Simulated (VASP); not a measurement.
# TiO2 (I4_1/amd) in VASP: relaxation of cell and atoms with PBEsol

Aim: the relaxation of cell and atoms of TiO2 with PBEsol.

All numbers are computed with VASP 6.6.1; they aren't measurements. Logs are shortened: lines on timing, memory, paths and dates and some standing lists are left out, and cuts for length are marked.

## (1) The cell of the first run

Symmetry: I4_1/amd, No. 141, tetragonal system. The conventional cell has a = 3.784 Å, b = 3.784 Å, c = 9.515 Å, α = 90.00°, β = 90.00°, γ = 90.00°. Within 2.6 Å of Ti (site symmetry -4m2) lie 6 O at 1.93 to 1.98 Å. O (site symmetry 2mm) has 3 Ti at 1.93 to 1.98 Å and 2 O at 2.47 Å within 2.6 Å.

## (2) Relaxation of cell and atoms, PBEsol

The input, INCAR:

```
PREC = Accurate ; ENCUT = 600
EDIFF = 1E-6 ; ISMEAR = 1
SIGMA = 0.1 ; LREAL = False
LASPH = True ; NELM = 100
ALGO = Normal ; ISIF = 3
LWAVE = False ; LCHARG = False
GGA = PS ; IBRION = 2
NSW = 80 ; EDIFFG = -0.01
```

The input, KPOINTS:

```
Automatic mesh
0
Gamma
  10 10 10
```

The input, POSCAR:

```
TiO2
1.0
   -1.8921000000      1.8921000000      4.7573000000
    1.8921000000     -1.8921000000      4.7573000000
    1.8921000000      1.8921000000     -4.7573000000
Ti O
2 4
Direct
    0.0000000000      0.0000000000      0.0000000000
    0.7500000000      0.2500000000      0.5000000000
    0.2081000000      0.2081000000      0.0000000000
    0.9581000000      0.4581000000      0.5000000000
    0.5419000000      0.0419000000      0.5000000000
    0.7919000000      0.7919000000      0.0000000000
```

Potentials or basis: VASP PAW PBE potentials, release 64 (Ti_sv, O).

Started as:

```sh
> cat potpaw_PBE.64/Ti_sv/POTCAR potpaw_PBE.64/O/POTCAR > POTCAR
> mpirun -np 1 vasp_std > vasp.out
```

OUTCAR:

```text
PREC = Accurate
   ENCUT = 600
   EDIFF = 1E-6
   ISMEAR = 1
   LREAL = False
   LASPH = True
   NELM = 100
   ISIF = 3
   GGA = PS
   IBRION = 2
   NSW = 80
   EDIFFG = -0.01

 ion  position               nearest neighbor table
   1  0.000  0.000  0.000-   5 1.93   4 1.93   5 1.93   4 1.93   3 1.98   6 1.98
   2  0.750  0.250  0.500-   6 1.93   3 1.93   6 1.93   3 1.93   4 1.98   5 1.98
   3  0.208  0.208  0.000-   2 1.93   2 1.93   1 1.98
   4  0.958  0.458  0.500-   1 1.93   1 1.93   2 1.98
   5  0.542  0.042  0.500-   1 1.93   1 1.93   2 1.98
   6  0.792  0.792  0.000-   2 1.93   2 1.93   1 1.98

  LATTYP: Found a body centered tetragonal cell.
 ALAT       =     3.7842000000
 C/A-ratio  =     2.5142962846

  Lattice vectors:

 A1 = (  -1.8921000000,   1.8921000000,   4.7573000000)
 A2 = (   1.8921000000,  -1.8921000000,   4.7573000000)
 A3 = (   1.8921000000,   1.8921000000,  -4.7573000000)

Analysis of symmetry for initial positions (statically):
=====================================================================
 Subroutine PRICEL returns:
 Original cell was already a primitive cell.

 Routine SETGRP: Setting up the symmetry group for a
 body centered tetragonal supercell.

 Subroutine GETGRP returns: Found 16 space group operations
 (whereof  8 operations were pure point group operations)
 out of a pool of 16 trial point group operations.

The static configuration has the point symmetry D_2d.
 The point group associated with its full space group is D_4h.

Analysis of symmetry for dynamics (positions and initial velocities):
=====================================================================
 Subroutine PRICEL returns:
 Original cell was already a primitive cell.

 Routine SETGRP: Setting up the symmetry group for a
 body centered tetragonal supercell.

 Subroutine GETGRP returns: Found 16 space group operations
 (whereof  8 operations were pure point group operations)
 out of a pool of 16 trial point group operations.

The dynamic configuration has the point symmetry D_2d.
 The point group associated with its full space group is D_4h.

 Subroutine INISYM returns: Found 16 space group operations
 (whereof  8 operations are pure point group operations),
 and found     1 'primitive' translations

----------------------------------------------------------------------------------------

                                     Primitive cell

  volume of cell :      68.1253

  direct lattice vectors                    reciprocal lattice vectors
    -1.892100000  1.892100000  4.757300000     0.000000000  0.264256646  0.105101633
     1.892100000 -1.892100000  4.757300000     0.264256646  0.000000000  0.105101633
     1.892100000  1.892100000 -4.757300000     0.264256646  0.264256646  0.000000000

  length of vectors
     5.458203744  5.458203744  5.458203744     0.284390450  0.284390450  0.373715333

  position of ions in fractional coordinates (direct lattice)
     0.000000000  0.000000000  0.000000000
     0.750000000  0.250000000  0.500000000
     0.208100000  0.208100000  0.000000000
     0.958100000  0.458100000  0.500000000
     0.541900000  0.041900000  0.500000000
     0.791900000  0.791900000  0.000000000

  ion indices of the primitive-cell ions
   primitive index   ion index
                 1           1
                 2           2
                 3           3
                 4           4
                 5           5
                 6           6

----------------------------------------------------------------------------------------

 KPOINTS: Automatic mesh

Automatic generation of k-mesh.
 Grid dimensions read from file:
 generate k-points for:   10   10   10

 Generating k-lattice:

  Cartesian coordinates                     Fractional coordinates (reciprocal lattice)
     0.000000000  0.026425665  0.010510163     0.100000000  0.000000000  0.000000000
     0.026425665  0.000000000  0.010510163     0.000000000  0.100000000  0.000000000
     0.026425665  0.026425665  0.000000000     0.000000000  0.000000000  0.100000000

  Length of vectors
     0.028439045  0.028439045  0.037371533

  Shift w.r.t. Gamma in fractional coordinates (k-lattice)
     0.000000000  0.000000000  0.000000000

 Subroutine IBZKPT returns following result:
 ===========================================

 Found    102 irreducible k-points:

 Following reciprocal coordinates:
            Coordinates               Weight
  0.000000  0.000000  0.000000      1.000000
  0.100000 -0.000000  0.000000      8.000000
  0.200000 -0.000000  0.000000      8.000000
  0.300000 -0.000000  0.000000      8.000000
  0.400000  0.000000  0.000000      8.000000
  0.500000  0.000000  0.000000      4.000000
[... 16 lines left out ...]
  0.300000  0.300000  0.000000      8.000000
  0.400000  0.300000  0.000000     16.000000
 [... further k-points ...]
   k-points           NKPTS =    102   k-points in BZ     NKDIM =    102   number of bands    NBANDS=     28
   number of dos      NEDOS =    301   number of ions     NIONS =      6
   total plane-waves  NPLWV = 110592
   dimension x,y,z NGX =    48 NGY =   48 NGZ =   48
   dimension x,y,z NGXF=    96 NGYF=   96 NGZF=   96
   ions per type =               2   4
   NGX,Y,Z   is equivalent  to a cutoff of  14.62, 14.62, 14.62 a.u.
   NGXF,Y,Z  is equivalent  to a cutoff of  29.24, 29.24, 29.24 a.u.
 SYSTEM =  unknown system
   PREC   = accura    normal or accurate (medium, high low for compatibility)
   ISTART =      0    job   : 0-new  1-cont  2-samecut
   ICHARG =      2    charge: 1-file 2-atom 10-const
   ISPIN  =      1    spin polarized calculation?
   LNONCOLLINEAR =      F non collinear calculations
   LSORBIT =      F    spin-orbit coupling
   LASPH  =      T    aspherical Exc in radial PAW
   ENCUT  =  600.0 eV  44.10 Ry    6.64 a.u.  10.90 10.90 10.90*2*pi/ulx,y,z
   NELM   =    100;   NELMIN=  2; NELMDL= -5     # of ELM steps
   EDIFF  = 0.1E-05   stopping-criterion for ELM
   LREAL  =      F    real-space projection
   EDIFFG = -.1E-01   stopping-criterion for IOM
   NSW    =     80    number of steps for IOM
   IBRION =      2    ionic relax: 0-MD 1-quasi-New 2-CG
   NFREE  =      1    steps in history (QN), initial steepest desc. (CG)
   ISIF   =      3    stress and relaxation
   ISYM   =      2    0-nonsym 1-usesym 2-fastsym
   POTIM  = 0.5000    time-step for ionic-motion
   TEBEG  =    0.0;   TEEND  =   0.0 temperature during run
   PSTRESS=    0.0 pullay stress
   NELECT =      48.0000    total number of electrons
   NUPDOWN=      -1.0000    fix difference up-down
   EMIN   =  10.00;   EMAX   =-10.00  energy-range for DOS
   EFERMI =   0.00;   METHOD = LEGACY
   ISMEAR =     1;   SIGMA  =   0.10  broadening in eV -4-tet -1-fermi 0-gaus
   EFERMI_NEDOS =   21; number of points for ismear=-14 and -15
   IALGO  =     38    algorithm
   IMIX   =      4    mixing-type and parameters
     AMIX     =   0.40;   BMIX     =  1.00
     AMIX_MAG =   1.60;   BMIX_MAG =  1.00
  volume/ion in A,a.u.               =      11.35        76.62
  Fermi-wavevector in a.u.,A,eV,Ry     =   1.456752  2.752862 28.873289  2.122127
  Thomas-Fermi vector in A             =   2.573634
   LORBIT       =      0    0 simple, 1 ext, 2 COOP (PROOUT), +10 PAW based schemes
   GGA     = PS    functional components
   LHFCALC =     F    Hartree Fock is set to
   AEXX    =    0.0000 exact exchange contribution
   IVDW    =     0    specifies the selected vdW correction
   LEPSILON=     F    determine dielectric tensor
   LRPA    =     F    only Hartree local field effects (RPA)
 conjugate gradient relaxation of ions
 non-spin polarized calculation
 Methfessel and Paxton  Order N= 1 SIGMA  =   0.10
  energy-cutoff  :      600.00
  volume of cell :       68.13
 maximum number of plane-waves:      2300
 NGX is ok and might be reduce to    48
   NGX = 21   NGY = 21   NGZ = 21

--------------------------------------- Ionic step        1  -------------------------------------------

 number of electron      47.9999997 magnetization

 Free energy of the ion-electron system (eV)
  ---------------------------------------------------
  ext. energy  EPLUGINS =         0.00000000
  ---------------------------------------------------
  free energy    TOTEN  =       -56.22512935 eV

  energy without entropy =      -56.22603580  energy(sigma->0) =      -56.22543150

------------------------ aborting loop because EDIFF is reached ----------------------------------------

  FORCE on cell =-STRESS in cart. coord.  units (eV):
  Direction    XX          YY          ZZ          XY          YZ          ZX
  --------------------------------------------------------------------------------------
  -------------------------------------------------------------------------------------
  Total       -0.3656420     -0.3656420      0.0572691      0.0000000      0.0000000      0.0000000
  in kB       -8.5991970     -8.5991970      1.3468602      0.0000000      0.0000000      0.0000000
  external PRESSURE =      -5.2838446 kB  Pullay stress =       0.0000000 kB
[... 101 lines left out ...]
  FREE ENERGIE OF THE ION-ELECTRON SYSTEM (eV)
  ---------------------------------------------------
  free  energy   TOTEN  =       -56.2259104404 eV

  energy  without entropy=      -56.2268106560  energy(sigma->0) =      -56.22621051

[... ionic steps 4 to 16 ...]

--------------------------------------- Ionic step       17  -------------------------------------------

 number of electron      47.9999997 magnetization

------------------------ aborting loop because EDIFF is reached ----------------------------------------
[... 75 lines left out ...]
--------------------------------------- Ionic step       19  -------------------------------------------

 number of electron      47.9999997 magnetization

 Free energy of the ion-electron system (eV)
  ---------------------------------------------------
  ext. energy  EPLUGINS =         0.00000000
  ---------------------------------------------------
  free energy    TOTEN  =       -56.22630897 eV

  energy without entropy =      -56.22729111  energy(sigma->0) =      -56.22663635

 E-fermi :   3.3140     XC(G=0): -11.0234

 val. band max:        3.2845746127   @ k =  -0.4000   0.4000   0.0000
 cond. band min:       5.3764099729   @ k =   0.0000   0.0000   0.0000
 fundamental gap:      2.0918353602
 Fermi energy:         3.3139541757

 k-point     1 :       0.0000    0.0000    0.0000
  band No.  band energies     occupation
      1     -52.8220      2.00000
      2     -52.7603      2.00000
      3     -29.4107      2.00000
      4     -29.1648      2.00000
      5     -29.1648      2.00000
      6     -29.0924      2.00000
[... 733 lines left out ...]
     27       6.8407      0.00000
     28       6.9870      0.00000

 [... further k-points ...]

------------------------ aborting loop because EDIFF is reached ----------------------------------------

  FORCE on cell =-STRESS in cart. coord.  units (eV):
  Direction    XX          YY          ZZ          XY          YZ          ZX
  --------------------------------------------------------------------------------------
  -------------------------------------------------------------------------------------
  Total       -0.0465205     -0.0465205     -0.0217794      0.0000000     -0.0000000      0.0000000
  in kB       -1.0956182     -1.0956182     -0.5129340      0.0000000     -0.0000000      0.0000000
  external PRESSURE =      -0.9013902 kB  Pullay stress =       0.0000000 kB
[... 21 lines left out ...]
  FREE ENERGIE OF THE ION-ELECTRON SYSTEM (eV)
  ---------------------------------------------------
  free  energy   TOTEN  =       -56.2263089693 eV

  energy  without entropy=      -56.2272911106  energy(sigma->0) =      -56.22663635

 reached required accuracy - stopping structural energy minimisation
```

Wall time 36 min (1 thread of Intel Xeon 6975P-C (Granite Rapids), shared host); peak memory 0.51 GiB.

Results:

```
Free energy                           : -56.2263 eV
Relaxed volume                        : 11.34 Å³/atom
Relaxed cell                          : a = 5.474 Å, b = 5.474 Å, c = 5.474 Å, α = 139.69°, β = 139.69°, γ = 58.33°
Space group after relaxing (to 0.1 Å) : I4_1/amd (No. 141)
Energy gained by relaxing             : 0.2 meV/atom
Ionic steps                           : 19
Pressure after relaxing               : -0.1 GPa
Band gap on the k mesh                : 2.09 eV (least direct gap 2.42 eV)
```

Step by step:
```tsv
step	energy change (eV)	largest force (eV/Å)	pressure (GPa)	volume (Å³)
1	0.0000	0.0110	-0.53	68.13
2	-0.0006	0.0088	0.56	67.76
3	-0.0008	0.0021	0.22	67.87
4	-0.0008	0.0019	0.16	67.89
5	-0.0009	0.0264	-0.03	67.95
6	-0.0009	0.0348	-0.12	67.97
7	-0.0009	0.0310	-0.09	67.96
8	-0.0009	0.0291	-0.08	67.96
9	-0.0009	0.0287	-0.10	67.95
10	-0.0009	0.0004	0.20	67.89
11	-0.0010	0.0107	0.13	67.91
12	-0.0010	0.0012	0.09	67.94
13	-0.0011	0.0150	0.03	68.00
14	-0.0011	0.0092	-0.07	68.02
15	-0.0011	0.0012	-0.17	68.06
16	-0.0011	0.0025	-0.22	68.08
17	-0.0011	0.0011	-0.19	68.07
18	-0.0011	0.0002	-0.19	68.07
19	-0.0012	0.0003	-0.09	68.03
```

Final structure:
```xyz
6
Lattice="-1.8863 1.8863 4.7800 1.8863 -1.8863 4.7800 1.8863 1.8863 -4.7800" Properties=species:S:1:pos:R:3 pbc="T T T"
Ti    1.8863    1.8863    4.7800
Ti    0.0000    1.8863    2.3900
O     0.0000    0.0000    1.9843
O     0.0000    1.8863    4.3743
O     0.0000    1.8863    0.4057
O     1.8863    1.8863    2.7957
```

Caveat: the PAW data sets were made with another functional, which shifts forces and pressure a little.
